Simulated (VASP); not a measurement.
# B4AsRu (F-43m) in VASP: further runs, part 2 of 3

VASP 6.6.1. Earlier steps stand in the parts before.

**3. Relaxation of cell and atoms, PBE**

This run uses another cell than the first one, of 11.44 Å³/atom.

Contents of INCAR:

```
SYSTEM = B4AsRu
  PREC = Accurate
  ENCUT = 600
  EDIFF = 1E-6
  ISMEAR = 0
  SIGMA = 0.1
  LREAL = .False.
  LASPH = .True.
  NELM = 100
  ALGO = Normal
  ISIF = 3
  LWAVE = .False.
  LCHARG = .False.
  GGA = PE
  IBRION = 2
  NSW = 90
  EDIFFG = -0.04
```

Contents of KPOINTS:

```
regular mesh
0
Gamma
  4 4 4
  0 0 0
```

Contents of POSCAR:

```
B4AsRu
1.0
    0.0000000000      3.2493674000      3.2493674000
    3.2493674000      0.0000000000      3.2493674000
    3.2493674000      3.2493674000      0.0000000000
B As Ru
4 1 1
Direct
    0.8754549900      0.3748483400      0.3748483400
    0.3748483400      0.3748483400      0.3748483400
    0.3748483400      0.8754549900      0.3748483400
    0.3748483400      0.3748483400      0.8754549900
    0.0000000000      0.0000000000      0.0000000000
    0.7500000000      0.7500000000      0.7500000000
```

Potentials or basis: VASP PAW PBE potentials, release 64 (B, As, Ru_pv).

Run with:

```console
$ cat potpaw_PBE.64/B/POTCAR potpaw_PBE.64/As/POTCAR potpaw_PBE.64/Ru_pv/POTCAR > POTCAR
$ mpirun -np 1 vasp_std > vasp.out
```

OUTCAR:

```text
SYSTEM = B4AsRu
   PREC = Accurate
   ENCUT = 600
   EDIFF = 1E-6
   ISMEAR = 0
   LREAL = .False.
   LASPH = .True.
   NELM = 100
   ISIF = 3
   GGA = PE
   IBRION = 2
   NSW = 90
   EDIFFG = -0.04

 ion  position               nearest neighbor table
   1  0.875  0.375  0.375-   6 2.69   6 2.69   6 2.69
   2  0.375  0.375  0.375-   6 2.69   6 2.69   6 2.69
   3  0.375  0.875  0.375-   6 2.69   6 2.69   6 2.69
   4  0.375  0.375  0.875-   6 2.69   6 2.69   6 2.69
   5  0.000  0.000  0.000-   6 2.81   6 2.81   6 2.81   6 2.81
   6  0.750  0.750  0.750-   1 2.69   3 2.69   4 2.69   2 2.69   2 2.69   2 2.69   1 2.69   4 2.69
                             3 2.69   1 2.69   3 2.69   4 2.69   5 2.81   5 2.81   5 2.81   5 2.81

  LATTYP: Found a face centered cubic cell.
 ALAT       =     6.4987348000

  Lattice vectors:

 A1 = (   0.0000000000,   3.2493674000,   3.2493674000)
 A2 = (   3.2493674000,   0.0000000000,   3.2493674000)
 A3 = (   3.2493674000,   3.2493674000,   0.0000000000)

Analysis of symmetry for initial positions (statically):
=====================================================================
 Subroutine PRICEL returns:
 Original cell was already a primitive cell.

 Routine SETGRP: Setting up the symmetry group for a
 face centered cubic supercell.

 Subroutine GETGRP returns: Found 24 space group operations
 (whereof 24 operations were pure point group operations)
 out of a pool of 48 trial point group operations.

The static configuration has the point symmetry T_d .

Analysis of symmetry for dynamics (positions and initial velocities):
=====================================================================
 Subroutine PRICEL returns:
 Original cell was already a primitive cell.

 Routine SETGRP: Setting up the symmetry group for a
 face centered cubic supercell.

 Subroutine GETGRP returns: Found 24 space group operations
 (whereof 24 operations were pure point group operations)
 out of a pool of 48 trial point group operations.

The dynamic configuration has the point symmetry T_d .

 Subroutine INISYM returns: Found 24 space group operations
 (whereof 24 operations are pure point group operations),
 and found     1 'primitive' translations

----------------------------------------------------------------------------------------

                                     Primitive cell

  volume of cell :      68.6162

  direct lattice vectors                    reciprocal lattice vectors
     0.000000000  3.249367400  3.249367400    -0.153876105  0.153876105  0.153876105
     3.249367400  0.000000000  3.249367400     0.153876105 -0.153876105  0.153876105
     3.249367400  3.249367400  0.000000000     0.153876105  0.153876105 -0.153876105

  length of vectors
     4.595299446  4.595299446  4.595299446     0.266521232  0.266521232  0.266521232

  position of ions in fractional coordinates (direct lattice)
     0.875454990  0.374848340  0.374848340
     0.374848340  0.374848340  0.374848340
     0.374848340  0.875454990  0.374848340
     0.374848340  0.374848340  0.875454990
     0.000000000  0.000000000  0.000000000
     0.750000000  0.750000000  0.750000000

  ion indices of the primitive-cell ions
   primitive index   ion index
                 1           1
                 2           2
                 3           3
                 4           4
                 5           5
                 6           6

[... 45 lines left out ...]
   PREC   = accura    normal or accurate (medium, high low for compatibility)
   ISTART =      0    job   : 0-new  1-cont  2-samecut
   ICHARG =      2    charge: 1-file 2-atom 10-const
   ISPIN  =      1    spin polarized calculation?
   LNONCOLLINEAR =      F non collinear calculations
   LSORBIT =      F    spin-orbit coupling
   LASPH  =      T    aspherical Exc in radial PAW
   ENCUT  =  600.0 eV  44.10 Ry    6.64 a.u.   9.18  9.18  9.18*2*pi/ulx,y,z
   NELM   =    100;   NELMIN=  2; NELMDL= -5     # of ELM steps
   EDIFF  = 0.1E-05   stopping-criterion for ELM
   LREAL  =      F    real-space projection
   EDIFFG = -.4E-01   stopping-criterion for IOM
   NSW    =     90    number of steps for IOM
   IBRION =      2    ionic relax: 0-MD 1-quasi-New 2-CG
   NFREE  =      1    steps in history (QN), initial steepest desc. (CG)
   ISIF   =      3    stress and relaxation
   ISYM   =      2    0-nonsym 1-usesym 2-fastsym
   POTIM  = 0.5000    time-step for ionic-motion
   TEBEG  =    0.0;   TEEND  =   0.0 temperature during run
   PSTRESS=    0.0 pullay stress
   NELECT =      31.0000    total number of electrons
   NUPDOWN=      -1.0000    fix difference up-down
   EMIN   =  10.00;   EMAX   =-10.00  energy-range for DOS
   EFERMI =   0.00;   METHOD = LEGACY
   ISMEAR =     0;   SIGMA  =   0.10  broadening in eV -4-tet -1-fermi 0-gaus
   EFERMI_NEDOS =   21; number of points for ismear=-14 and -15
   IALGO  =     38    algorithm
   IMIX   =      4    mixing-type and parameters
     AMIX     =   0.40;   BMIX     =  1.00
     AMIX_MAG =   1.60;   BMIX_MAG =  1.00
  volume/ion in A,a.u.               =      11.44        77.17
  Fermi-wavevector in a.u.,A,eV,Ry     =   1.256184  2.373843 21.469968  1.577998
  Thomas-Fermi vector in A             =   2.389904
   LORBIT       =      0    0 simple, 1 ext, 2 COOP (PROOUT), +10 PAW based schemes
   GGA     = PE    functional components
   LHFCALC =     F    Hartree Fock is set to
   AEXX    =    0.0000 exact exchange contribution
   IVDW    =     0    specifies the selected vdW correction
   LEPSILON=     F    determine dielectric tensor
   LRPA    =     F    only Hartree local field effects (RPA)
 conjugate gradient relaxation of ions
 non-spin polarized calculation
 Gauss-broadening in eV      SIGMA  =   0.10
  energy-cutoff  :      600.00
  volume of cell :       68.62
 maximum number of plane-waves:      2302
 NGX is ok and might be reduce to    40
   NGX = 19   NGY = 19   NGZ = 19

--------------------------------------- Ionic step        1  -------------------------------------------

 number of electron      31.0000001 magnetization

 Free energy of the ion-electron system (eV)
  ---------------------------------------------------
  ext. energy  EPLUGINS =         0.00000000
  ---------------------------------------------------
  free energy    TOTEN  =       -32.13322467 eV

  energy without entropy =      -32.09952812  energy(sigma->0) =      -32.11637639

------------------------ aborting loop because EDIFF is reached ----------------------------------------

  FORCE on cell =-STRESS in cart. coord.  units (eV):
  Direction    XX          YY          ZZ          XY          YZ          ZX
  --------------------------------------------------------------------------------------
  -------------------------------------------------------------------------------------
  Total      -11.9915391    -11.9915391    -11.9915391      0.0000000      0.0000000     -0.0000000
  in kB     -280.0006610   -280.0006610   -280.0006610      0.0000000      0.0000000     -0.0000000
  external PRESSURE =    -280.0006610 kB  Pullay stress =       0.0000000 kB
[... 101 lines left out ...]
  FREE ENERGIE OF THE ION-ELECTRON SYSTEM (eV)
  ---------------------------------------------------
  free  energy   TOTEN  =       -33.5133338196 eV

  energy  without entropy=      -33.5001299998  energy(sigma->0) =      -33.50673191

 E-fermi :  10.0938     XC(G=0): -12.6919

 val. band max:       10.0896087624   @ k =   0.5000   0.5000   0.0000
 cond. band min:      10.1044759730   @ k =   0.5000   0.2500   0.0000
 fundamental gap:      0.0148672105
 Fermi energy:        10.0938068268

 k-point     1 :       0.0000    0.0000    0.0000
  band No.  band energies     occupation
      1     -33.0969      2.00000
      2     -33.0969      2.00000
      3     -33.0969      2.00000
      4      -6.6341      2.00000
      5       1.5021      2.00000
      6       2.6562      2.00000
[... 153 lines left out ...]
      6      -0.1632      2.00000
[... 11 lines left out ...]
     18      12.5139      0.00000
     19      12.6663      0.00000

[... ionic steps 4 to 16 ...]

--------------------------------------- Ionic step       17  -------------------------------------------

 number of electron      31.0000000 magnetization

------------------------ aborting loop because EDIFF is reached ----------------------------------------
[... 75 lines left out ...]
--------------------------------------- Ionic step       19  -------------------------------------------

 number of electron      30.9999999 magnetization

 Free energy of the ion-electron system (eV)
  ---------------------------------------------------
  ext. energy  EPLUGINS =         0.00000000
  ---------------------------------------------------
  free energy    TOTEN  =       -33.73447281 eV

  energy without entropy =      -33.70185120  energy(sigma->0) =      -33.71816200

 E-fermi :   9.7592     XC(G=0): -12.5778

 val. band max:        9.7488125387   @ k =   0.5000   0.5000   0.0000
 cond. band min:       9.7733540688   @ k =   0.5000   0.2500   0.0000
 fundamental gap:      0.0245415302
 Fermi energy:         9.7592375795

 k-point     1 :       0.0000    0.0000    0.0000
  band No.  band energies     occupation
      1     -33.3740      2.00000
      2     -33.3740      2.00000
      3     -33.3740      2.00000
      4      -6.7204      2.00000
      5       1.2453      2.00000
      6       2.5167      2.00000
[... 198 lines left out ...]
  FREE ENERGIE OF THE ION-ELECTRON SYSTEM (eV)
  ---------------------------------------------------
  free  energy   TOTEN  =       -33.7344728074 eV

  energy  without entropy=      -33.7018511960  energy(sigma->0) =      -33.71816200

 reached required accuracy - stopping structural energy minimisation
```

Run time: 10 min. Hardware: 1 thread of Intel Xeon 8259CL, shared host; peak memory 0.25 GiB.

Results:

```yaml
Free_energy: -33.7345 eV
Relaxed_volume: 9.47 Å³/atom
Relaxed_cell: a = 4.316 Å, b = 4.316 Å, c = 4.316 Å, α = 60.00°, β = 60.00°, γ = 60.00°
Space_group_after_relaxing_to_0.1_Å: F-43m (No. 216)
Energy_gained_by_relaxing: 266.9 meV/atom
Ionic_steps: 19
Pressure_after_relaxing: 0.1 GPa
Largest_force_after_relaxing: 0.021 eV/Å
Band_gap_on_the_k_mesh: zero (an odd number of electrons rules out a gap without spin polarisation)
```

Forces in eV/Å, atoms in the order of the input:
```
B   -0.012  0.012  0.012
B   -0.012 -0.012 -0.012
B    0.012 -0.012  0.012
B    0.012  0.012 -0.012
As   0.000  0.000  0.000
Ru   0.000  0.000  0.000
```

The path:
| step | energy change (eV) | largest force (eV/Å) | pressure (GPa) | volume (Å³) |
| --- | --- | --- | --- | --- |
| 1 | 0.0000 | 0.1030 | -28.00 | 68.62 |
| 2 | -1.0096 | 0.2476 | 25.49 | 50.62 |
| 3 | -1.3801 | 0.2208 | -0.11 | 55.73 |
| 4 | -1.3797 | 0.2237 | 0.81 | 55.49 |
| 5 | -1.3898 | 0.2753 | 0.92 | 55.46 |
| 6 | -1.4302 | 0.3831 | 1.52 | 55.37 |
| 7 | -1.5289 | 0.3669 | 3.79 | 55.18 |
| 8 | -1.3723 | 1.4564 | 13.36 | 54.82 |
| 9 | -1.5549 | 0.2306 | 5.01 | 55.12 |
| 10 | -1.5637 | 0.0413 | 6.85 | 55.03 |
| 11 | -1.5647 | 0.0374 | 6.30 | 55.05 |
| 12 | -1.5693 | 0.0088 | 6.06 | 55.16 |
| 13 | -1.5791 | 0.0877 | 5.30 | 55.49 |
| 14 | -1.5787 | 0.3505 | 4.14 | 56.15 |
| 15 | -1.5825 | 0.1966 | 4.77 | 55.79 |
| 16 | -1.5885 | 0.1555 | 3.90 | 55.97 |
| 17 | -1.5995 | 0.0435 | 1.51 | 56.51 |
| 18 | -1.5919 | 0.1489 | -2.97 | 57.59 |
| 19 | -1.6012 | 0.0210 | 0.07 | 56.84 |

Final structure:
```yaml
crystal:
  lattice:
    - [0.00000, 3.05169, 3.05169]
    - [3.05169, 0.00000, 3.05169]
    - [3.05169, 3.05169, 0.00000]
  atoms:
    - { symbol: B, position: [0.92339, 0.35887, 0.35887] }
    - { symbol: B, position: [0.35887, 0.35887, 0.35887] }
    - { symbol: B, position: [0.35887, 0.92339, 0.35887] }
    - { symbol: B, position: [0.35887, 0.35887, 0.92339] }
    - { symbol: As, position: [0.00000, 0.00000, 0.00000] }
    - { symbol: Ru, position: [0.75000, 0.75000, 0.75000] }
```

Caveat: the k points lie up to 0.45 Å⁻¹ apart in the final cell, too coarse for converged energies and pressures of a metal; the volume moved by over 15 % at a fixed basis, so the end points are rough.

**4. Single point, PBE**

Contents of INCAR:

```
ALGO = Normal
EDIFF = 1E-6
ENCUT = 520
GGA = PE
ISIF = 2
ISMEAR = 0
LASPH = True
LCHARG = False
LREAL = False
LWAVE = False
NBANDS = 24
NELM = 100
PREC = Accurate
SIGMA = 0.1
```

Contents of KPOINTS:

```
k-points
0
Gamma
  10 10 10
```

Contents of POSCAR:

```
B4AsRu
1.0
    0.0000000000      3.0499233359      3.0499233359
    3.0499233359      0.0000000000      3.0499233359
    3.0499233359      3.0499233359      0.0000000000
B As Ru
4 1 1
Direct
    0.3585109341      0.3585109341      0.3585109341
    0.9244671977      0.3585109341      0.3585109341
    0.3585109341      0.3585109341      0.9244671977
    0.3585109341      0.9244671977      0.3585109341
    0.0000000000      0.0000000000      0.0000000000
    0.7500000000      0.7500000000      0.7500000000
```

Potentials or basis: VASP PAW PBE potentials, release 64 (B, As, Ru_pv).

Run with:

```console
$ cat potpaw_PBE.64/B/POTCAR potpaw_PBE.64/As/POTCAR potpaw_PBE.64/Ru_pv/POTCAR > POTCAR
$ mpirun -np 1 vasp_std > vasp.out
```

OUTCAR:

```text
EDIFF = 1E-6
   ENCUT = 520
   GGA = PE
   ISIF = 2
   ISMEAR = 0
   LASPH = True
   LREAL = False
   NELM = 100
   PREC = Accurate

 ion  position               nearest neighbor table
   1  0.359  0.359  0.359-   2 1.87   3 1.87   4 1.87   5 2.50   5 2.50   5 2.50   6 2.56   6 2.56
                             6 2.56
   2  0.924  0.359  0.359-   1 1.87   3 1.87   4 1.87   5 2.50   5 2.50   5 2.50   6 2.56   6 2.56
                             6 2.56
[... 862 lines left out ...]
  -------------------------------------------------------------------------------------
  Total        0.0758299      0.0758299      0.0758299      0.0000000     -0.0000000      0.0000000
  in kB        2.1411862      2.1411862      2.1411862      0.0000000     -0.0000000      0.0000000
  external PRESSURE =       2.1411862 kB  Pullay stress =       0.0000000 kB

 VOLUME and BASIS-vectors are now :
 -----------------------------------------------------------------------------
  energy-cutoff  :      520.00
  volume of cell :       56.74
      direct lattice vectors                 reciprocal lattice vectors
     0.000000000  3.049923336  3.049923336    -0.163938547  0.163938547  0.163938547
     3.049923336  0.000000000  3.049923336     0.163938547 -0.163938547  0.163938547
     3.049923336  3.049923336  0.000000000     0.163938547  0.163938547 -0.163938547

 POSITION                                       TOTAL-FORCE (eV/Angst)
 -----------------------------------------------------------------------------------
      2.18686      2.18686      2.18686        -0.000012     -0.000012     -0.000012
      2.18686      3.91298      3.91298        -0.000012      0.000012      0.000012
      3.91298      3.91298      2.18686         0.000012      0.000012     -0.000012
      3.91298      2.18686      3.91298         0.000012     -0.000012      0.000012
      0.00000      0.00000      0.00000         0.000000     -0.000000     -0.000000
      4.57489      4.57489      4.57489         0.000000      0.000000     -0.000000
 -----------------------------------------------------------------------------------
    total drift:                               -0.000000     -0.000000     -0.000000

  FREE ENERGIE OF THE ION-ELECTRON SYSTEM (eV)
  ---------------------------------------------------
  free  energy   TOTEN  =       -33.7480192656 eV

  energy  without entropy=      -33.7358253600  energy(sigma->0) =      -33.74192231
```

Run time: 1.8 min. Hardware: 1 thread of Intel Xeon 8259CL, shared host; peak memory 0.22 GiB.

Results:

```
Free energy            : -33.7480 eV
Pressure               : 0.2 GPa
Band gap on the k mesh : zero (an odd number of electrons rules out a gap without spin polarisation)
```

[end of part 2 of 3]
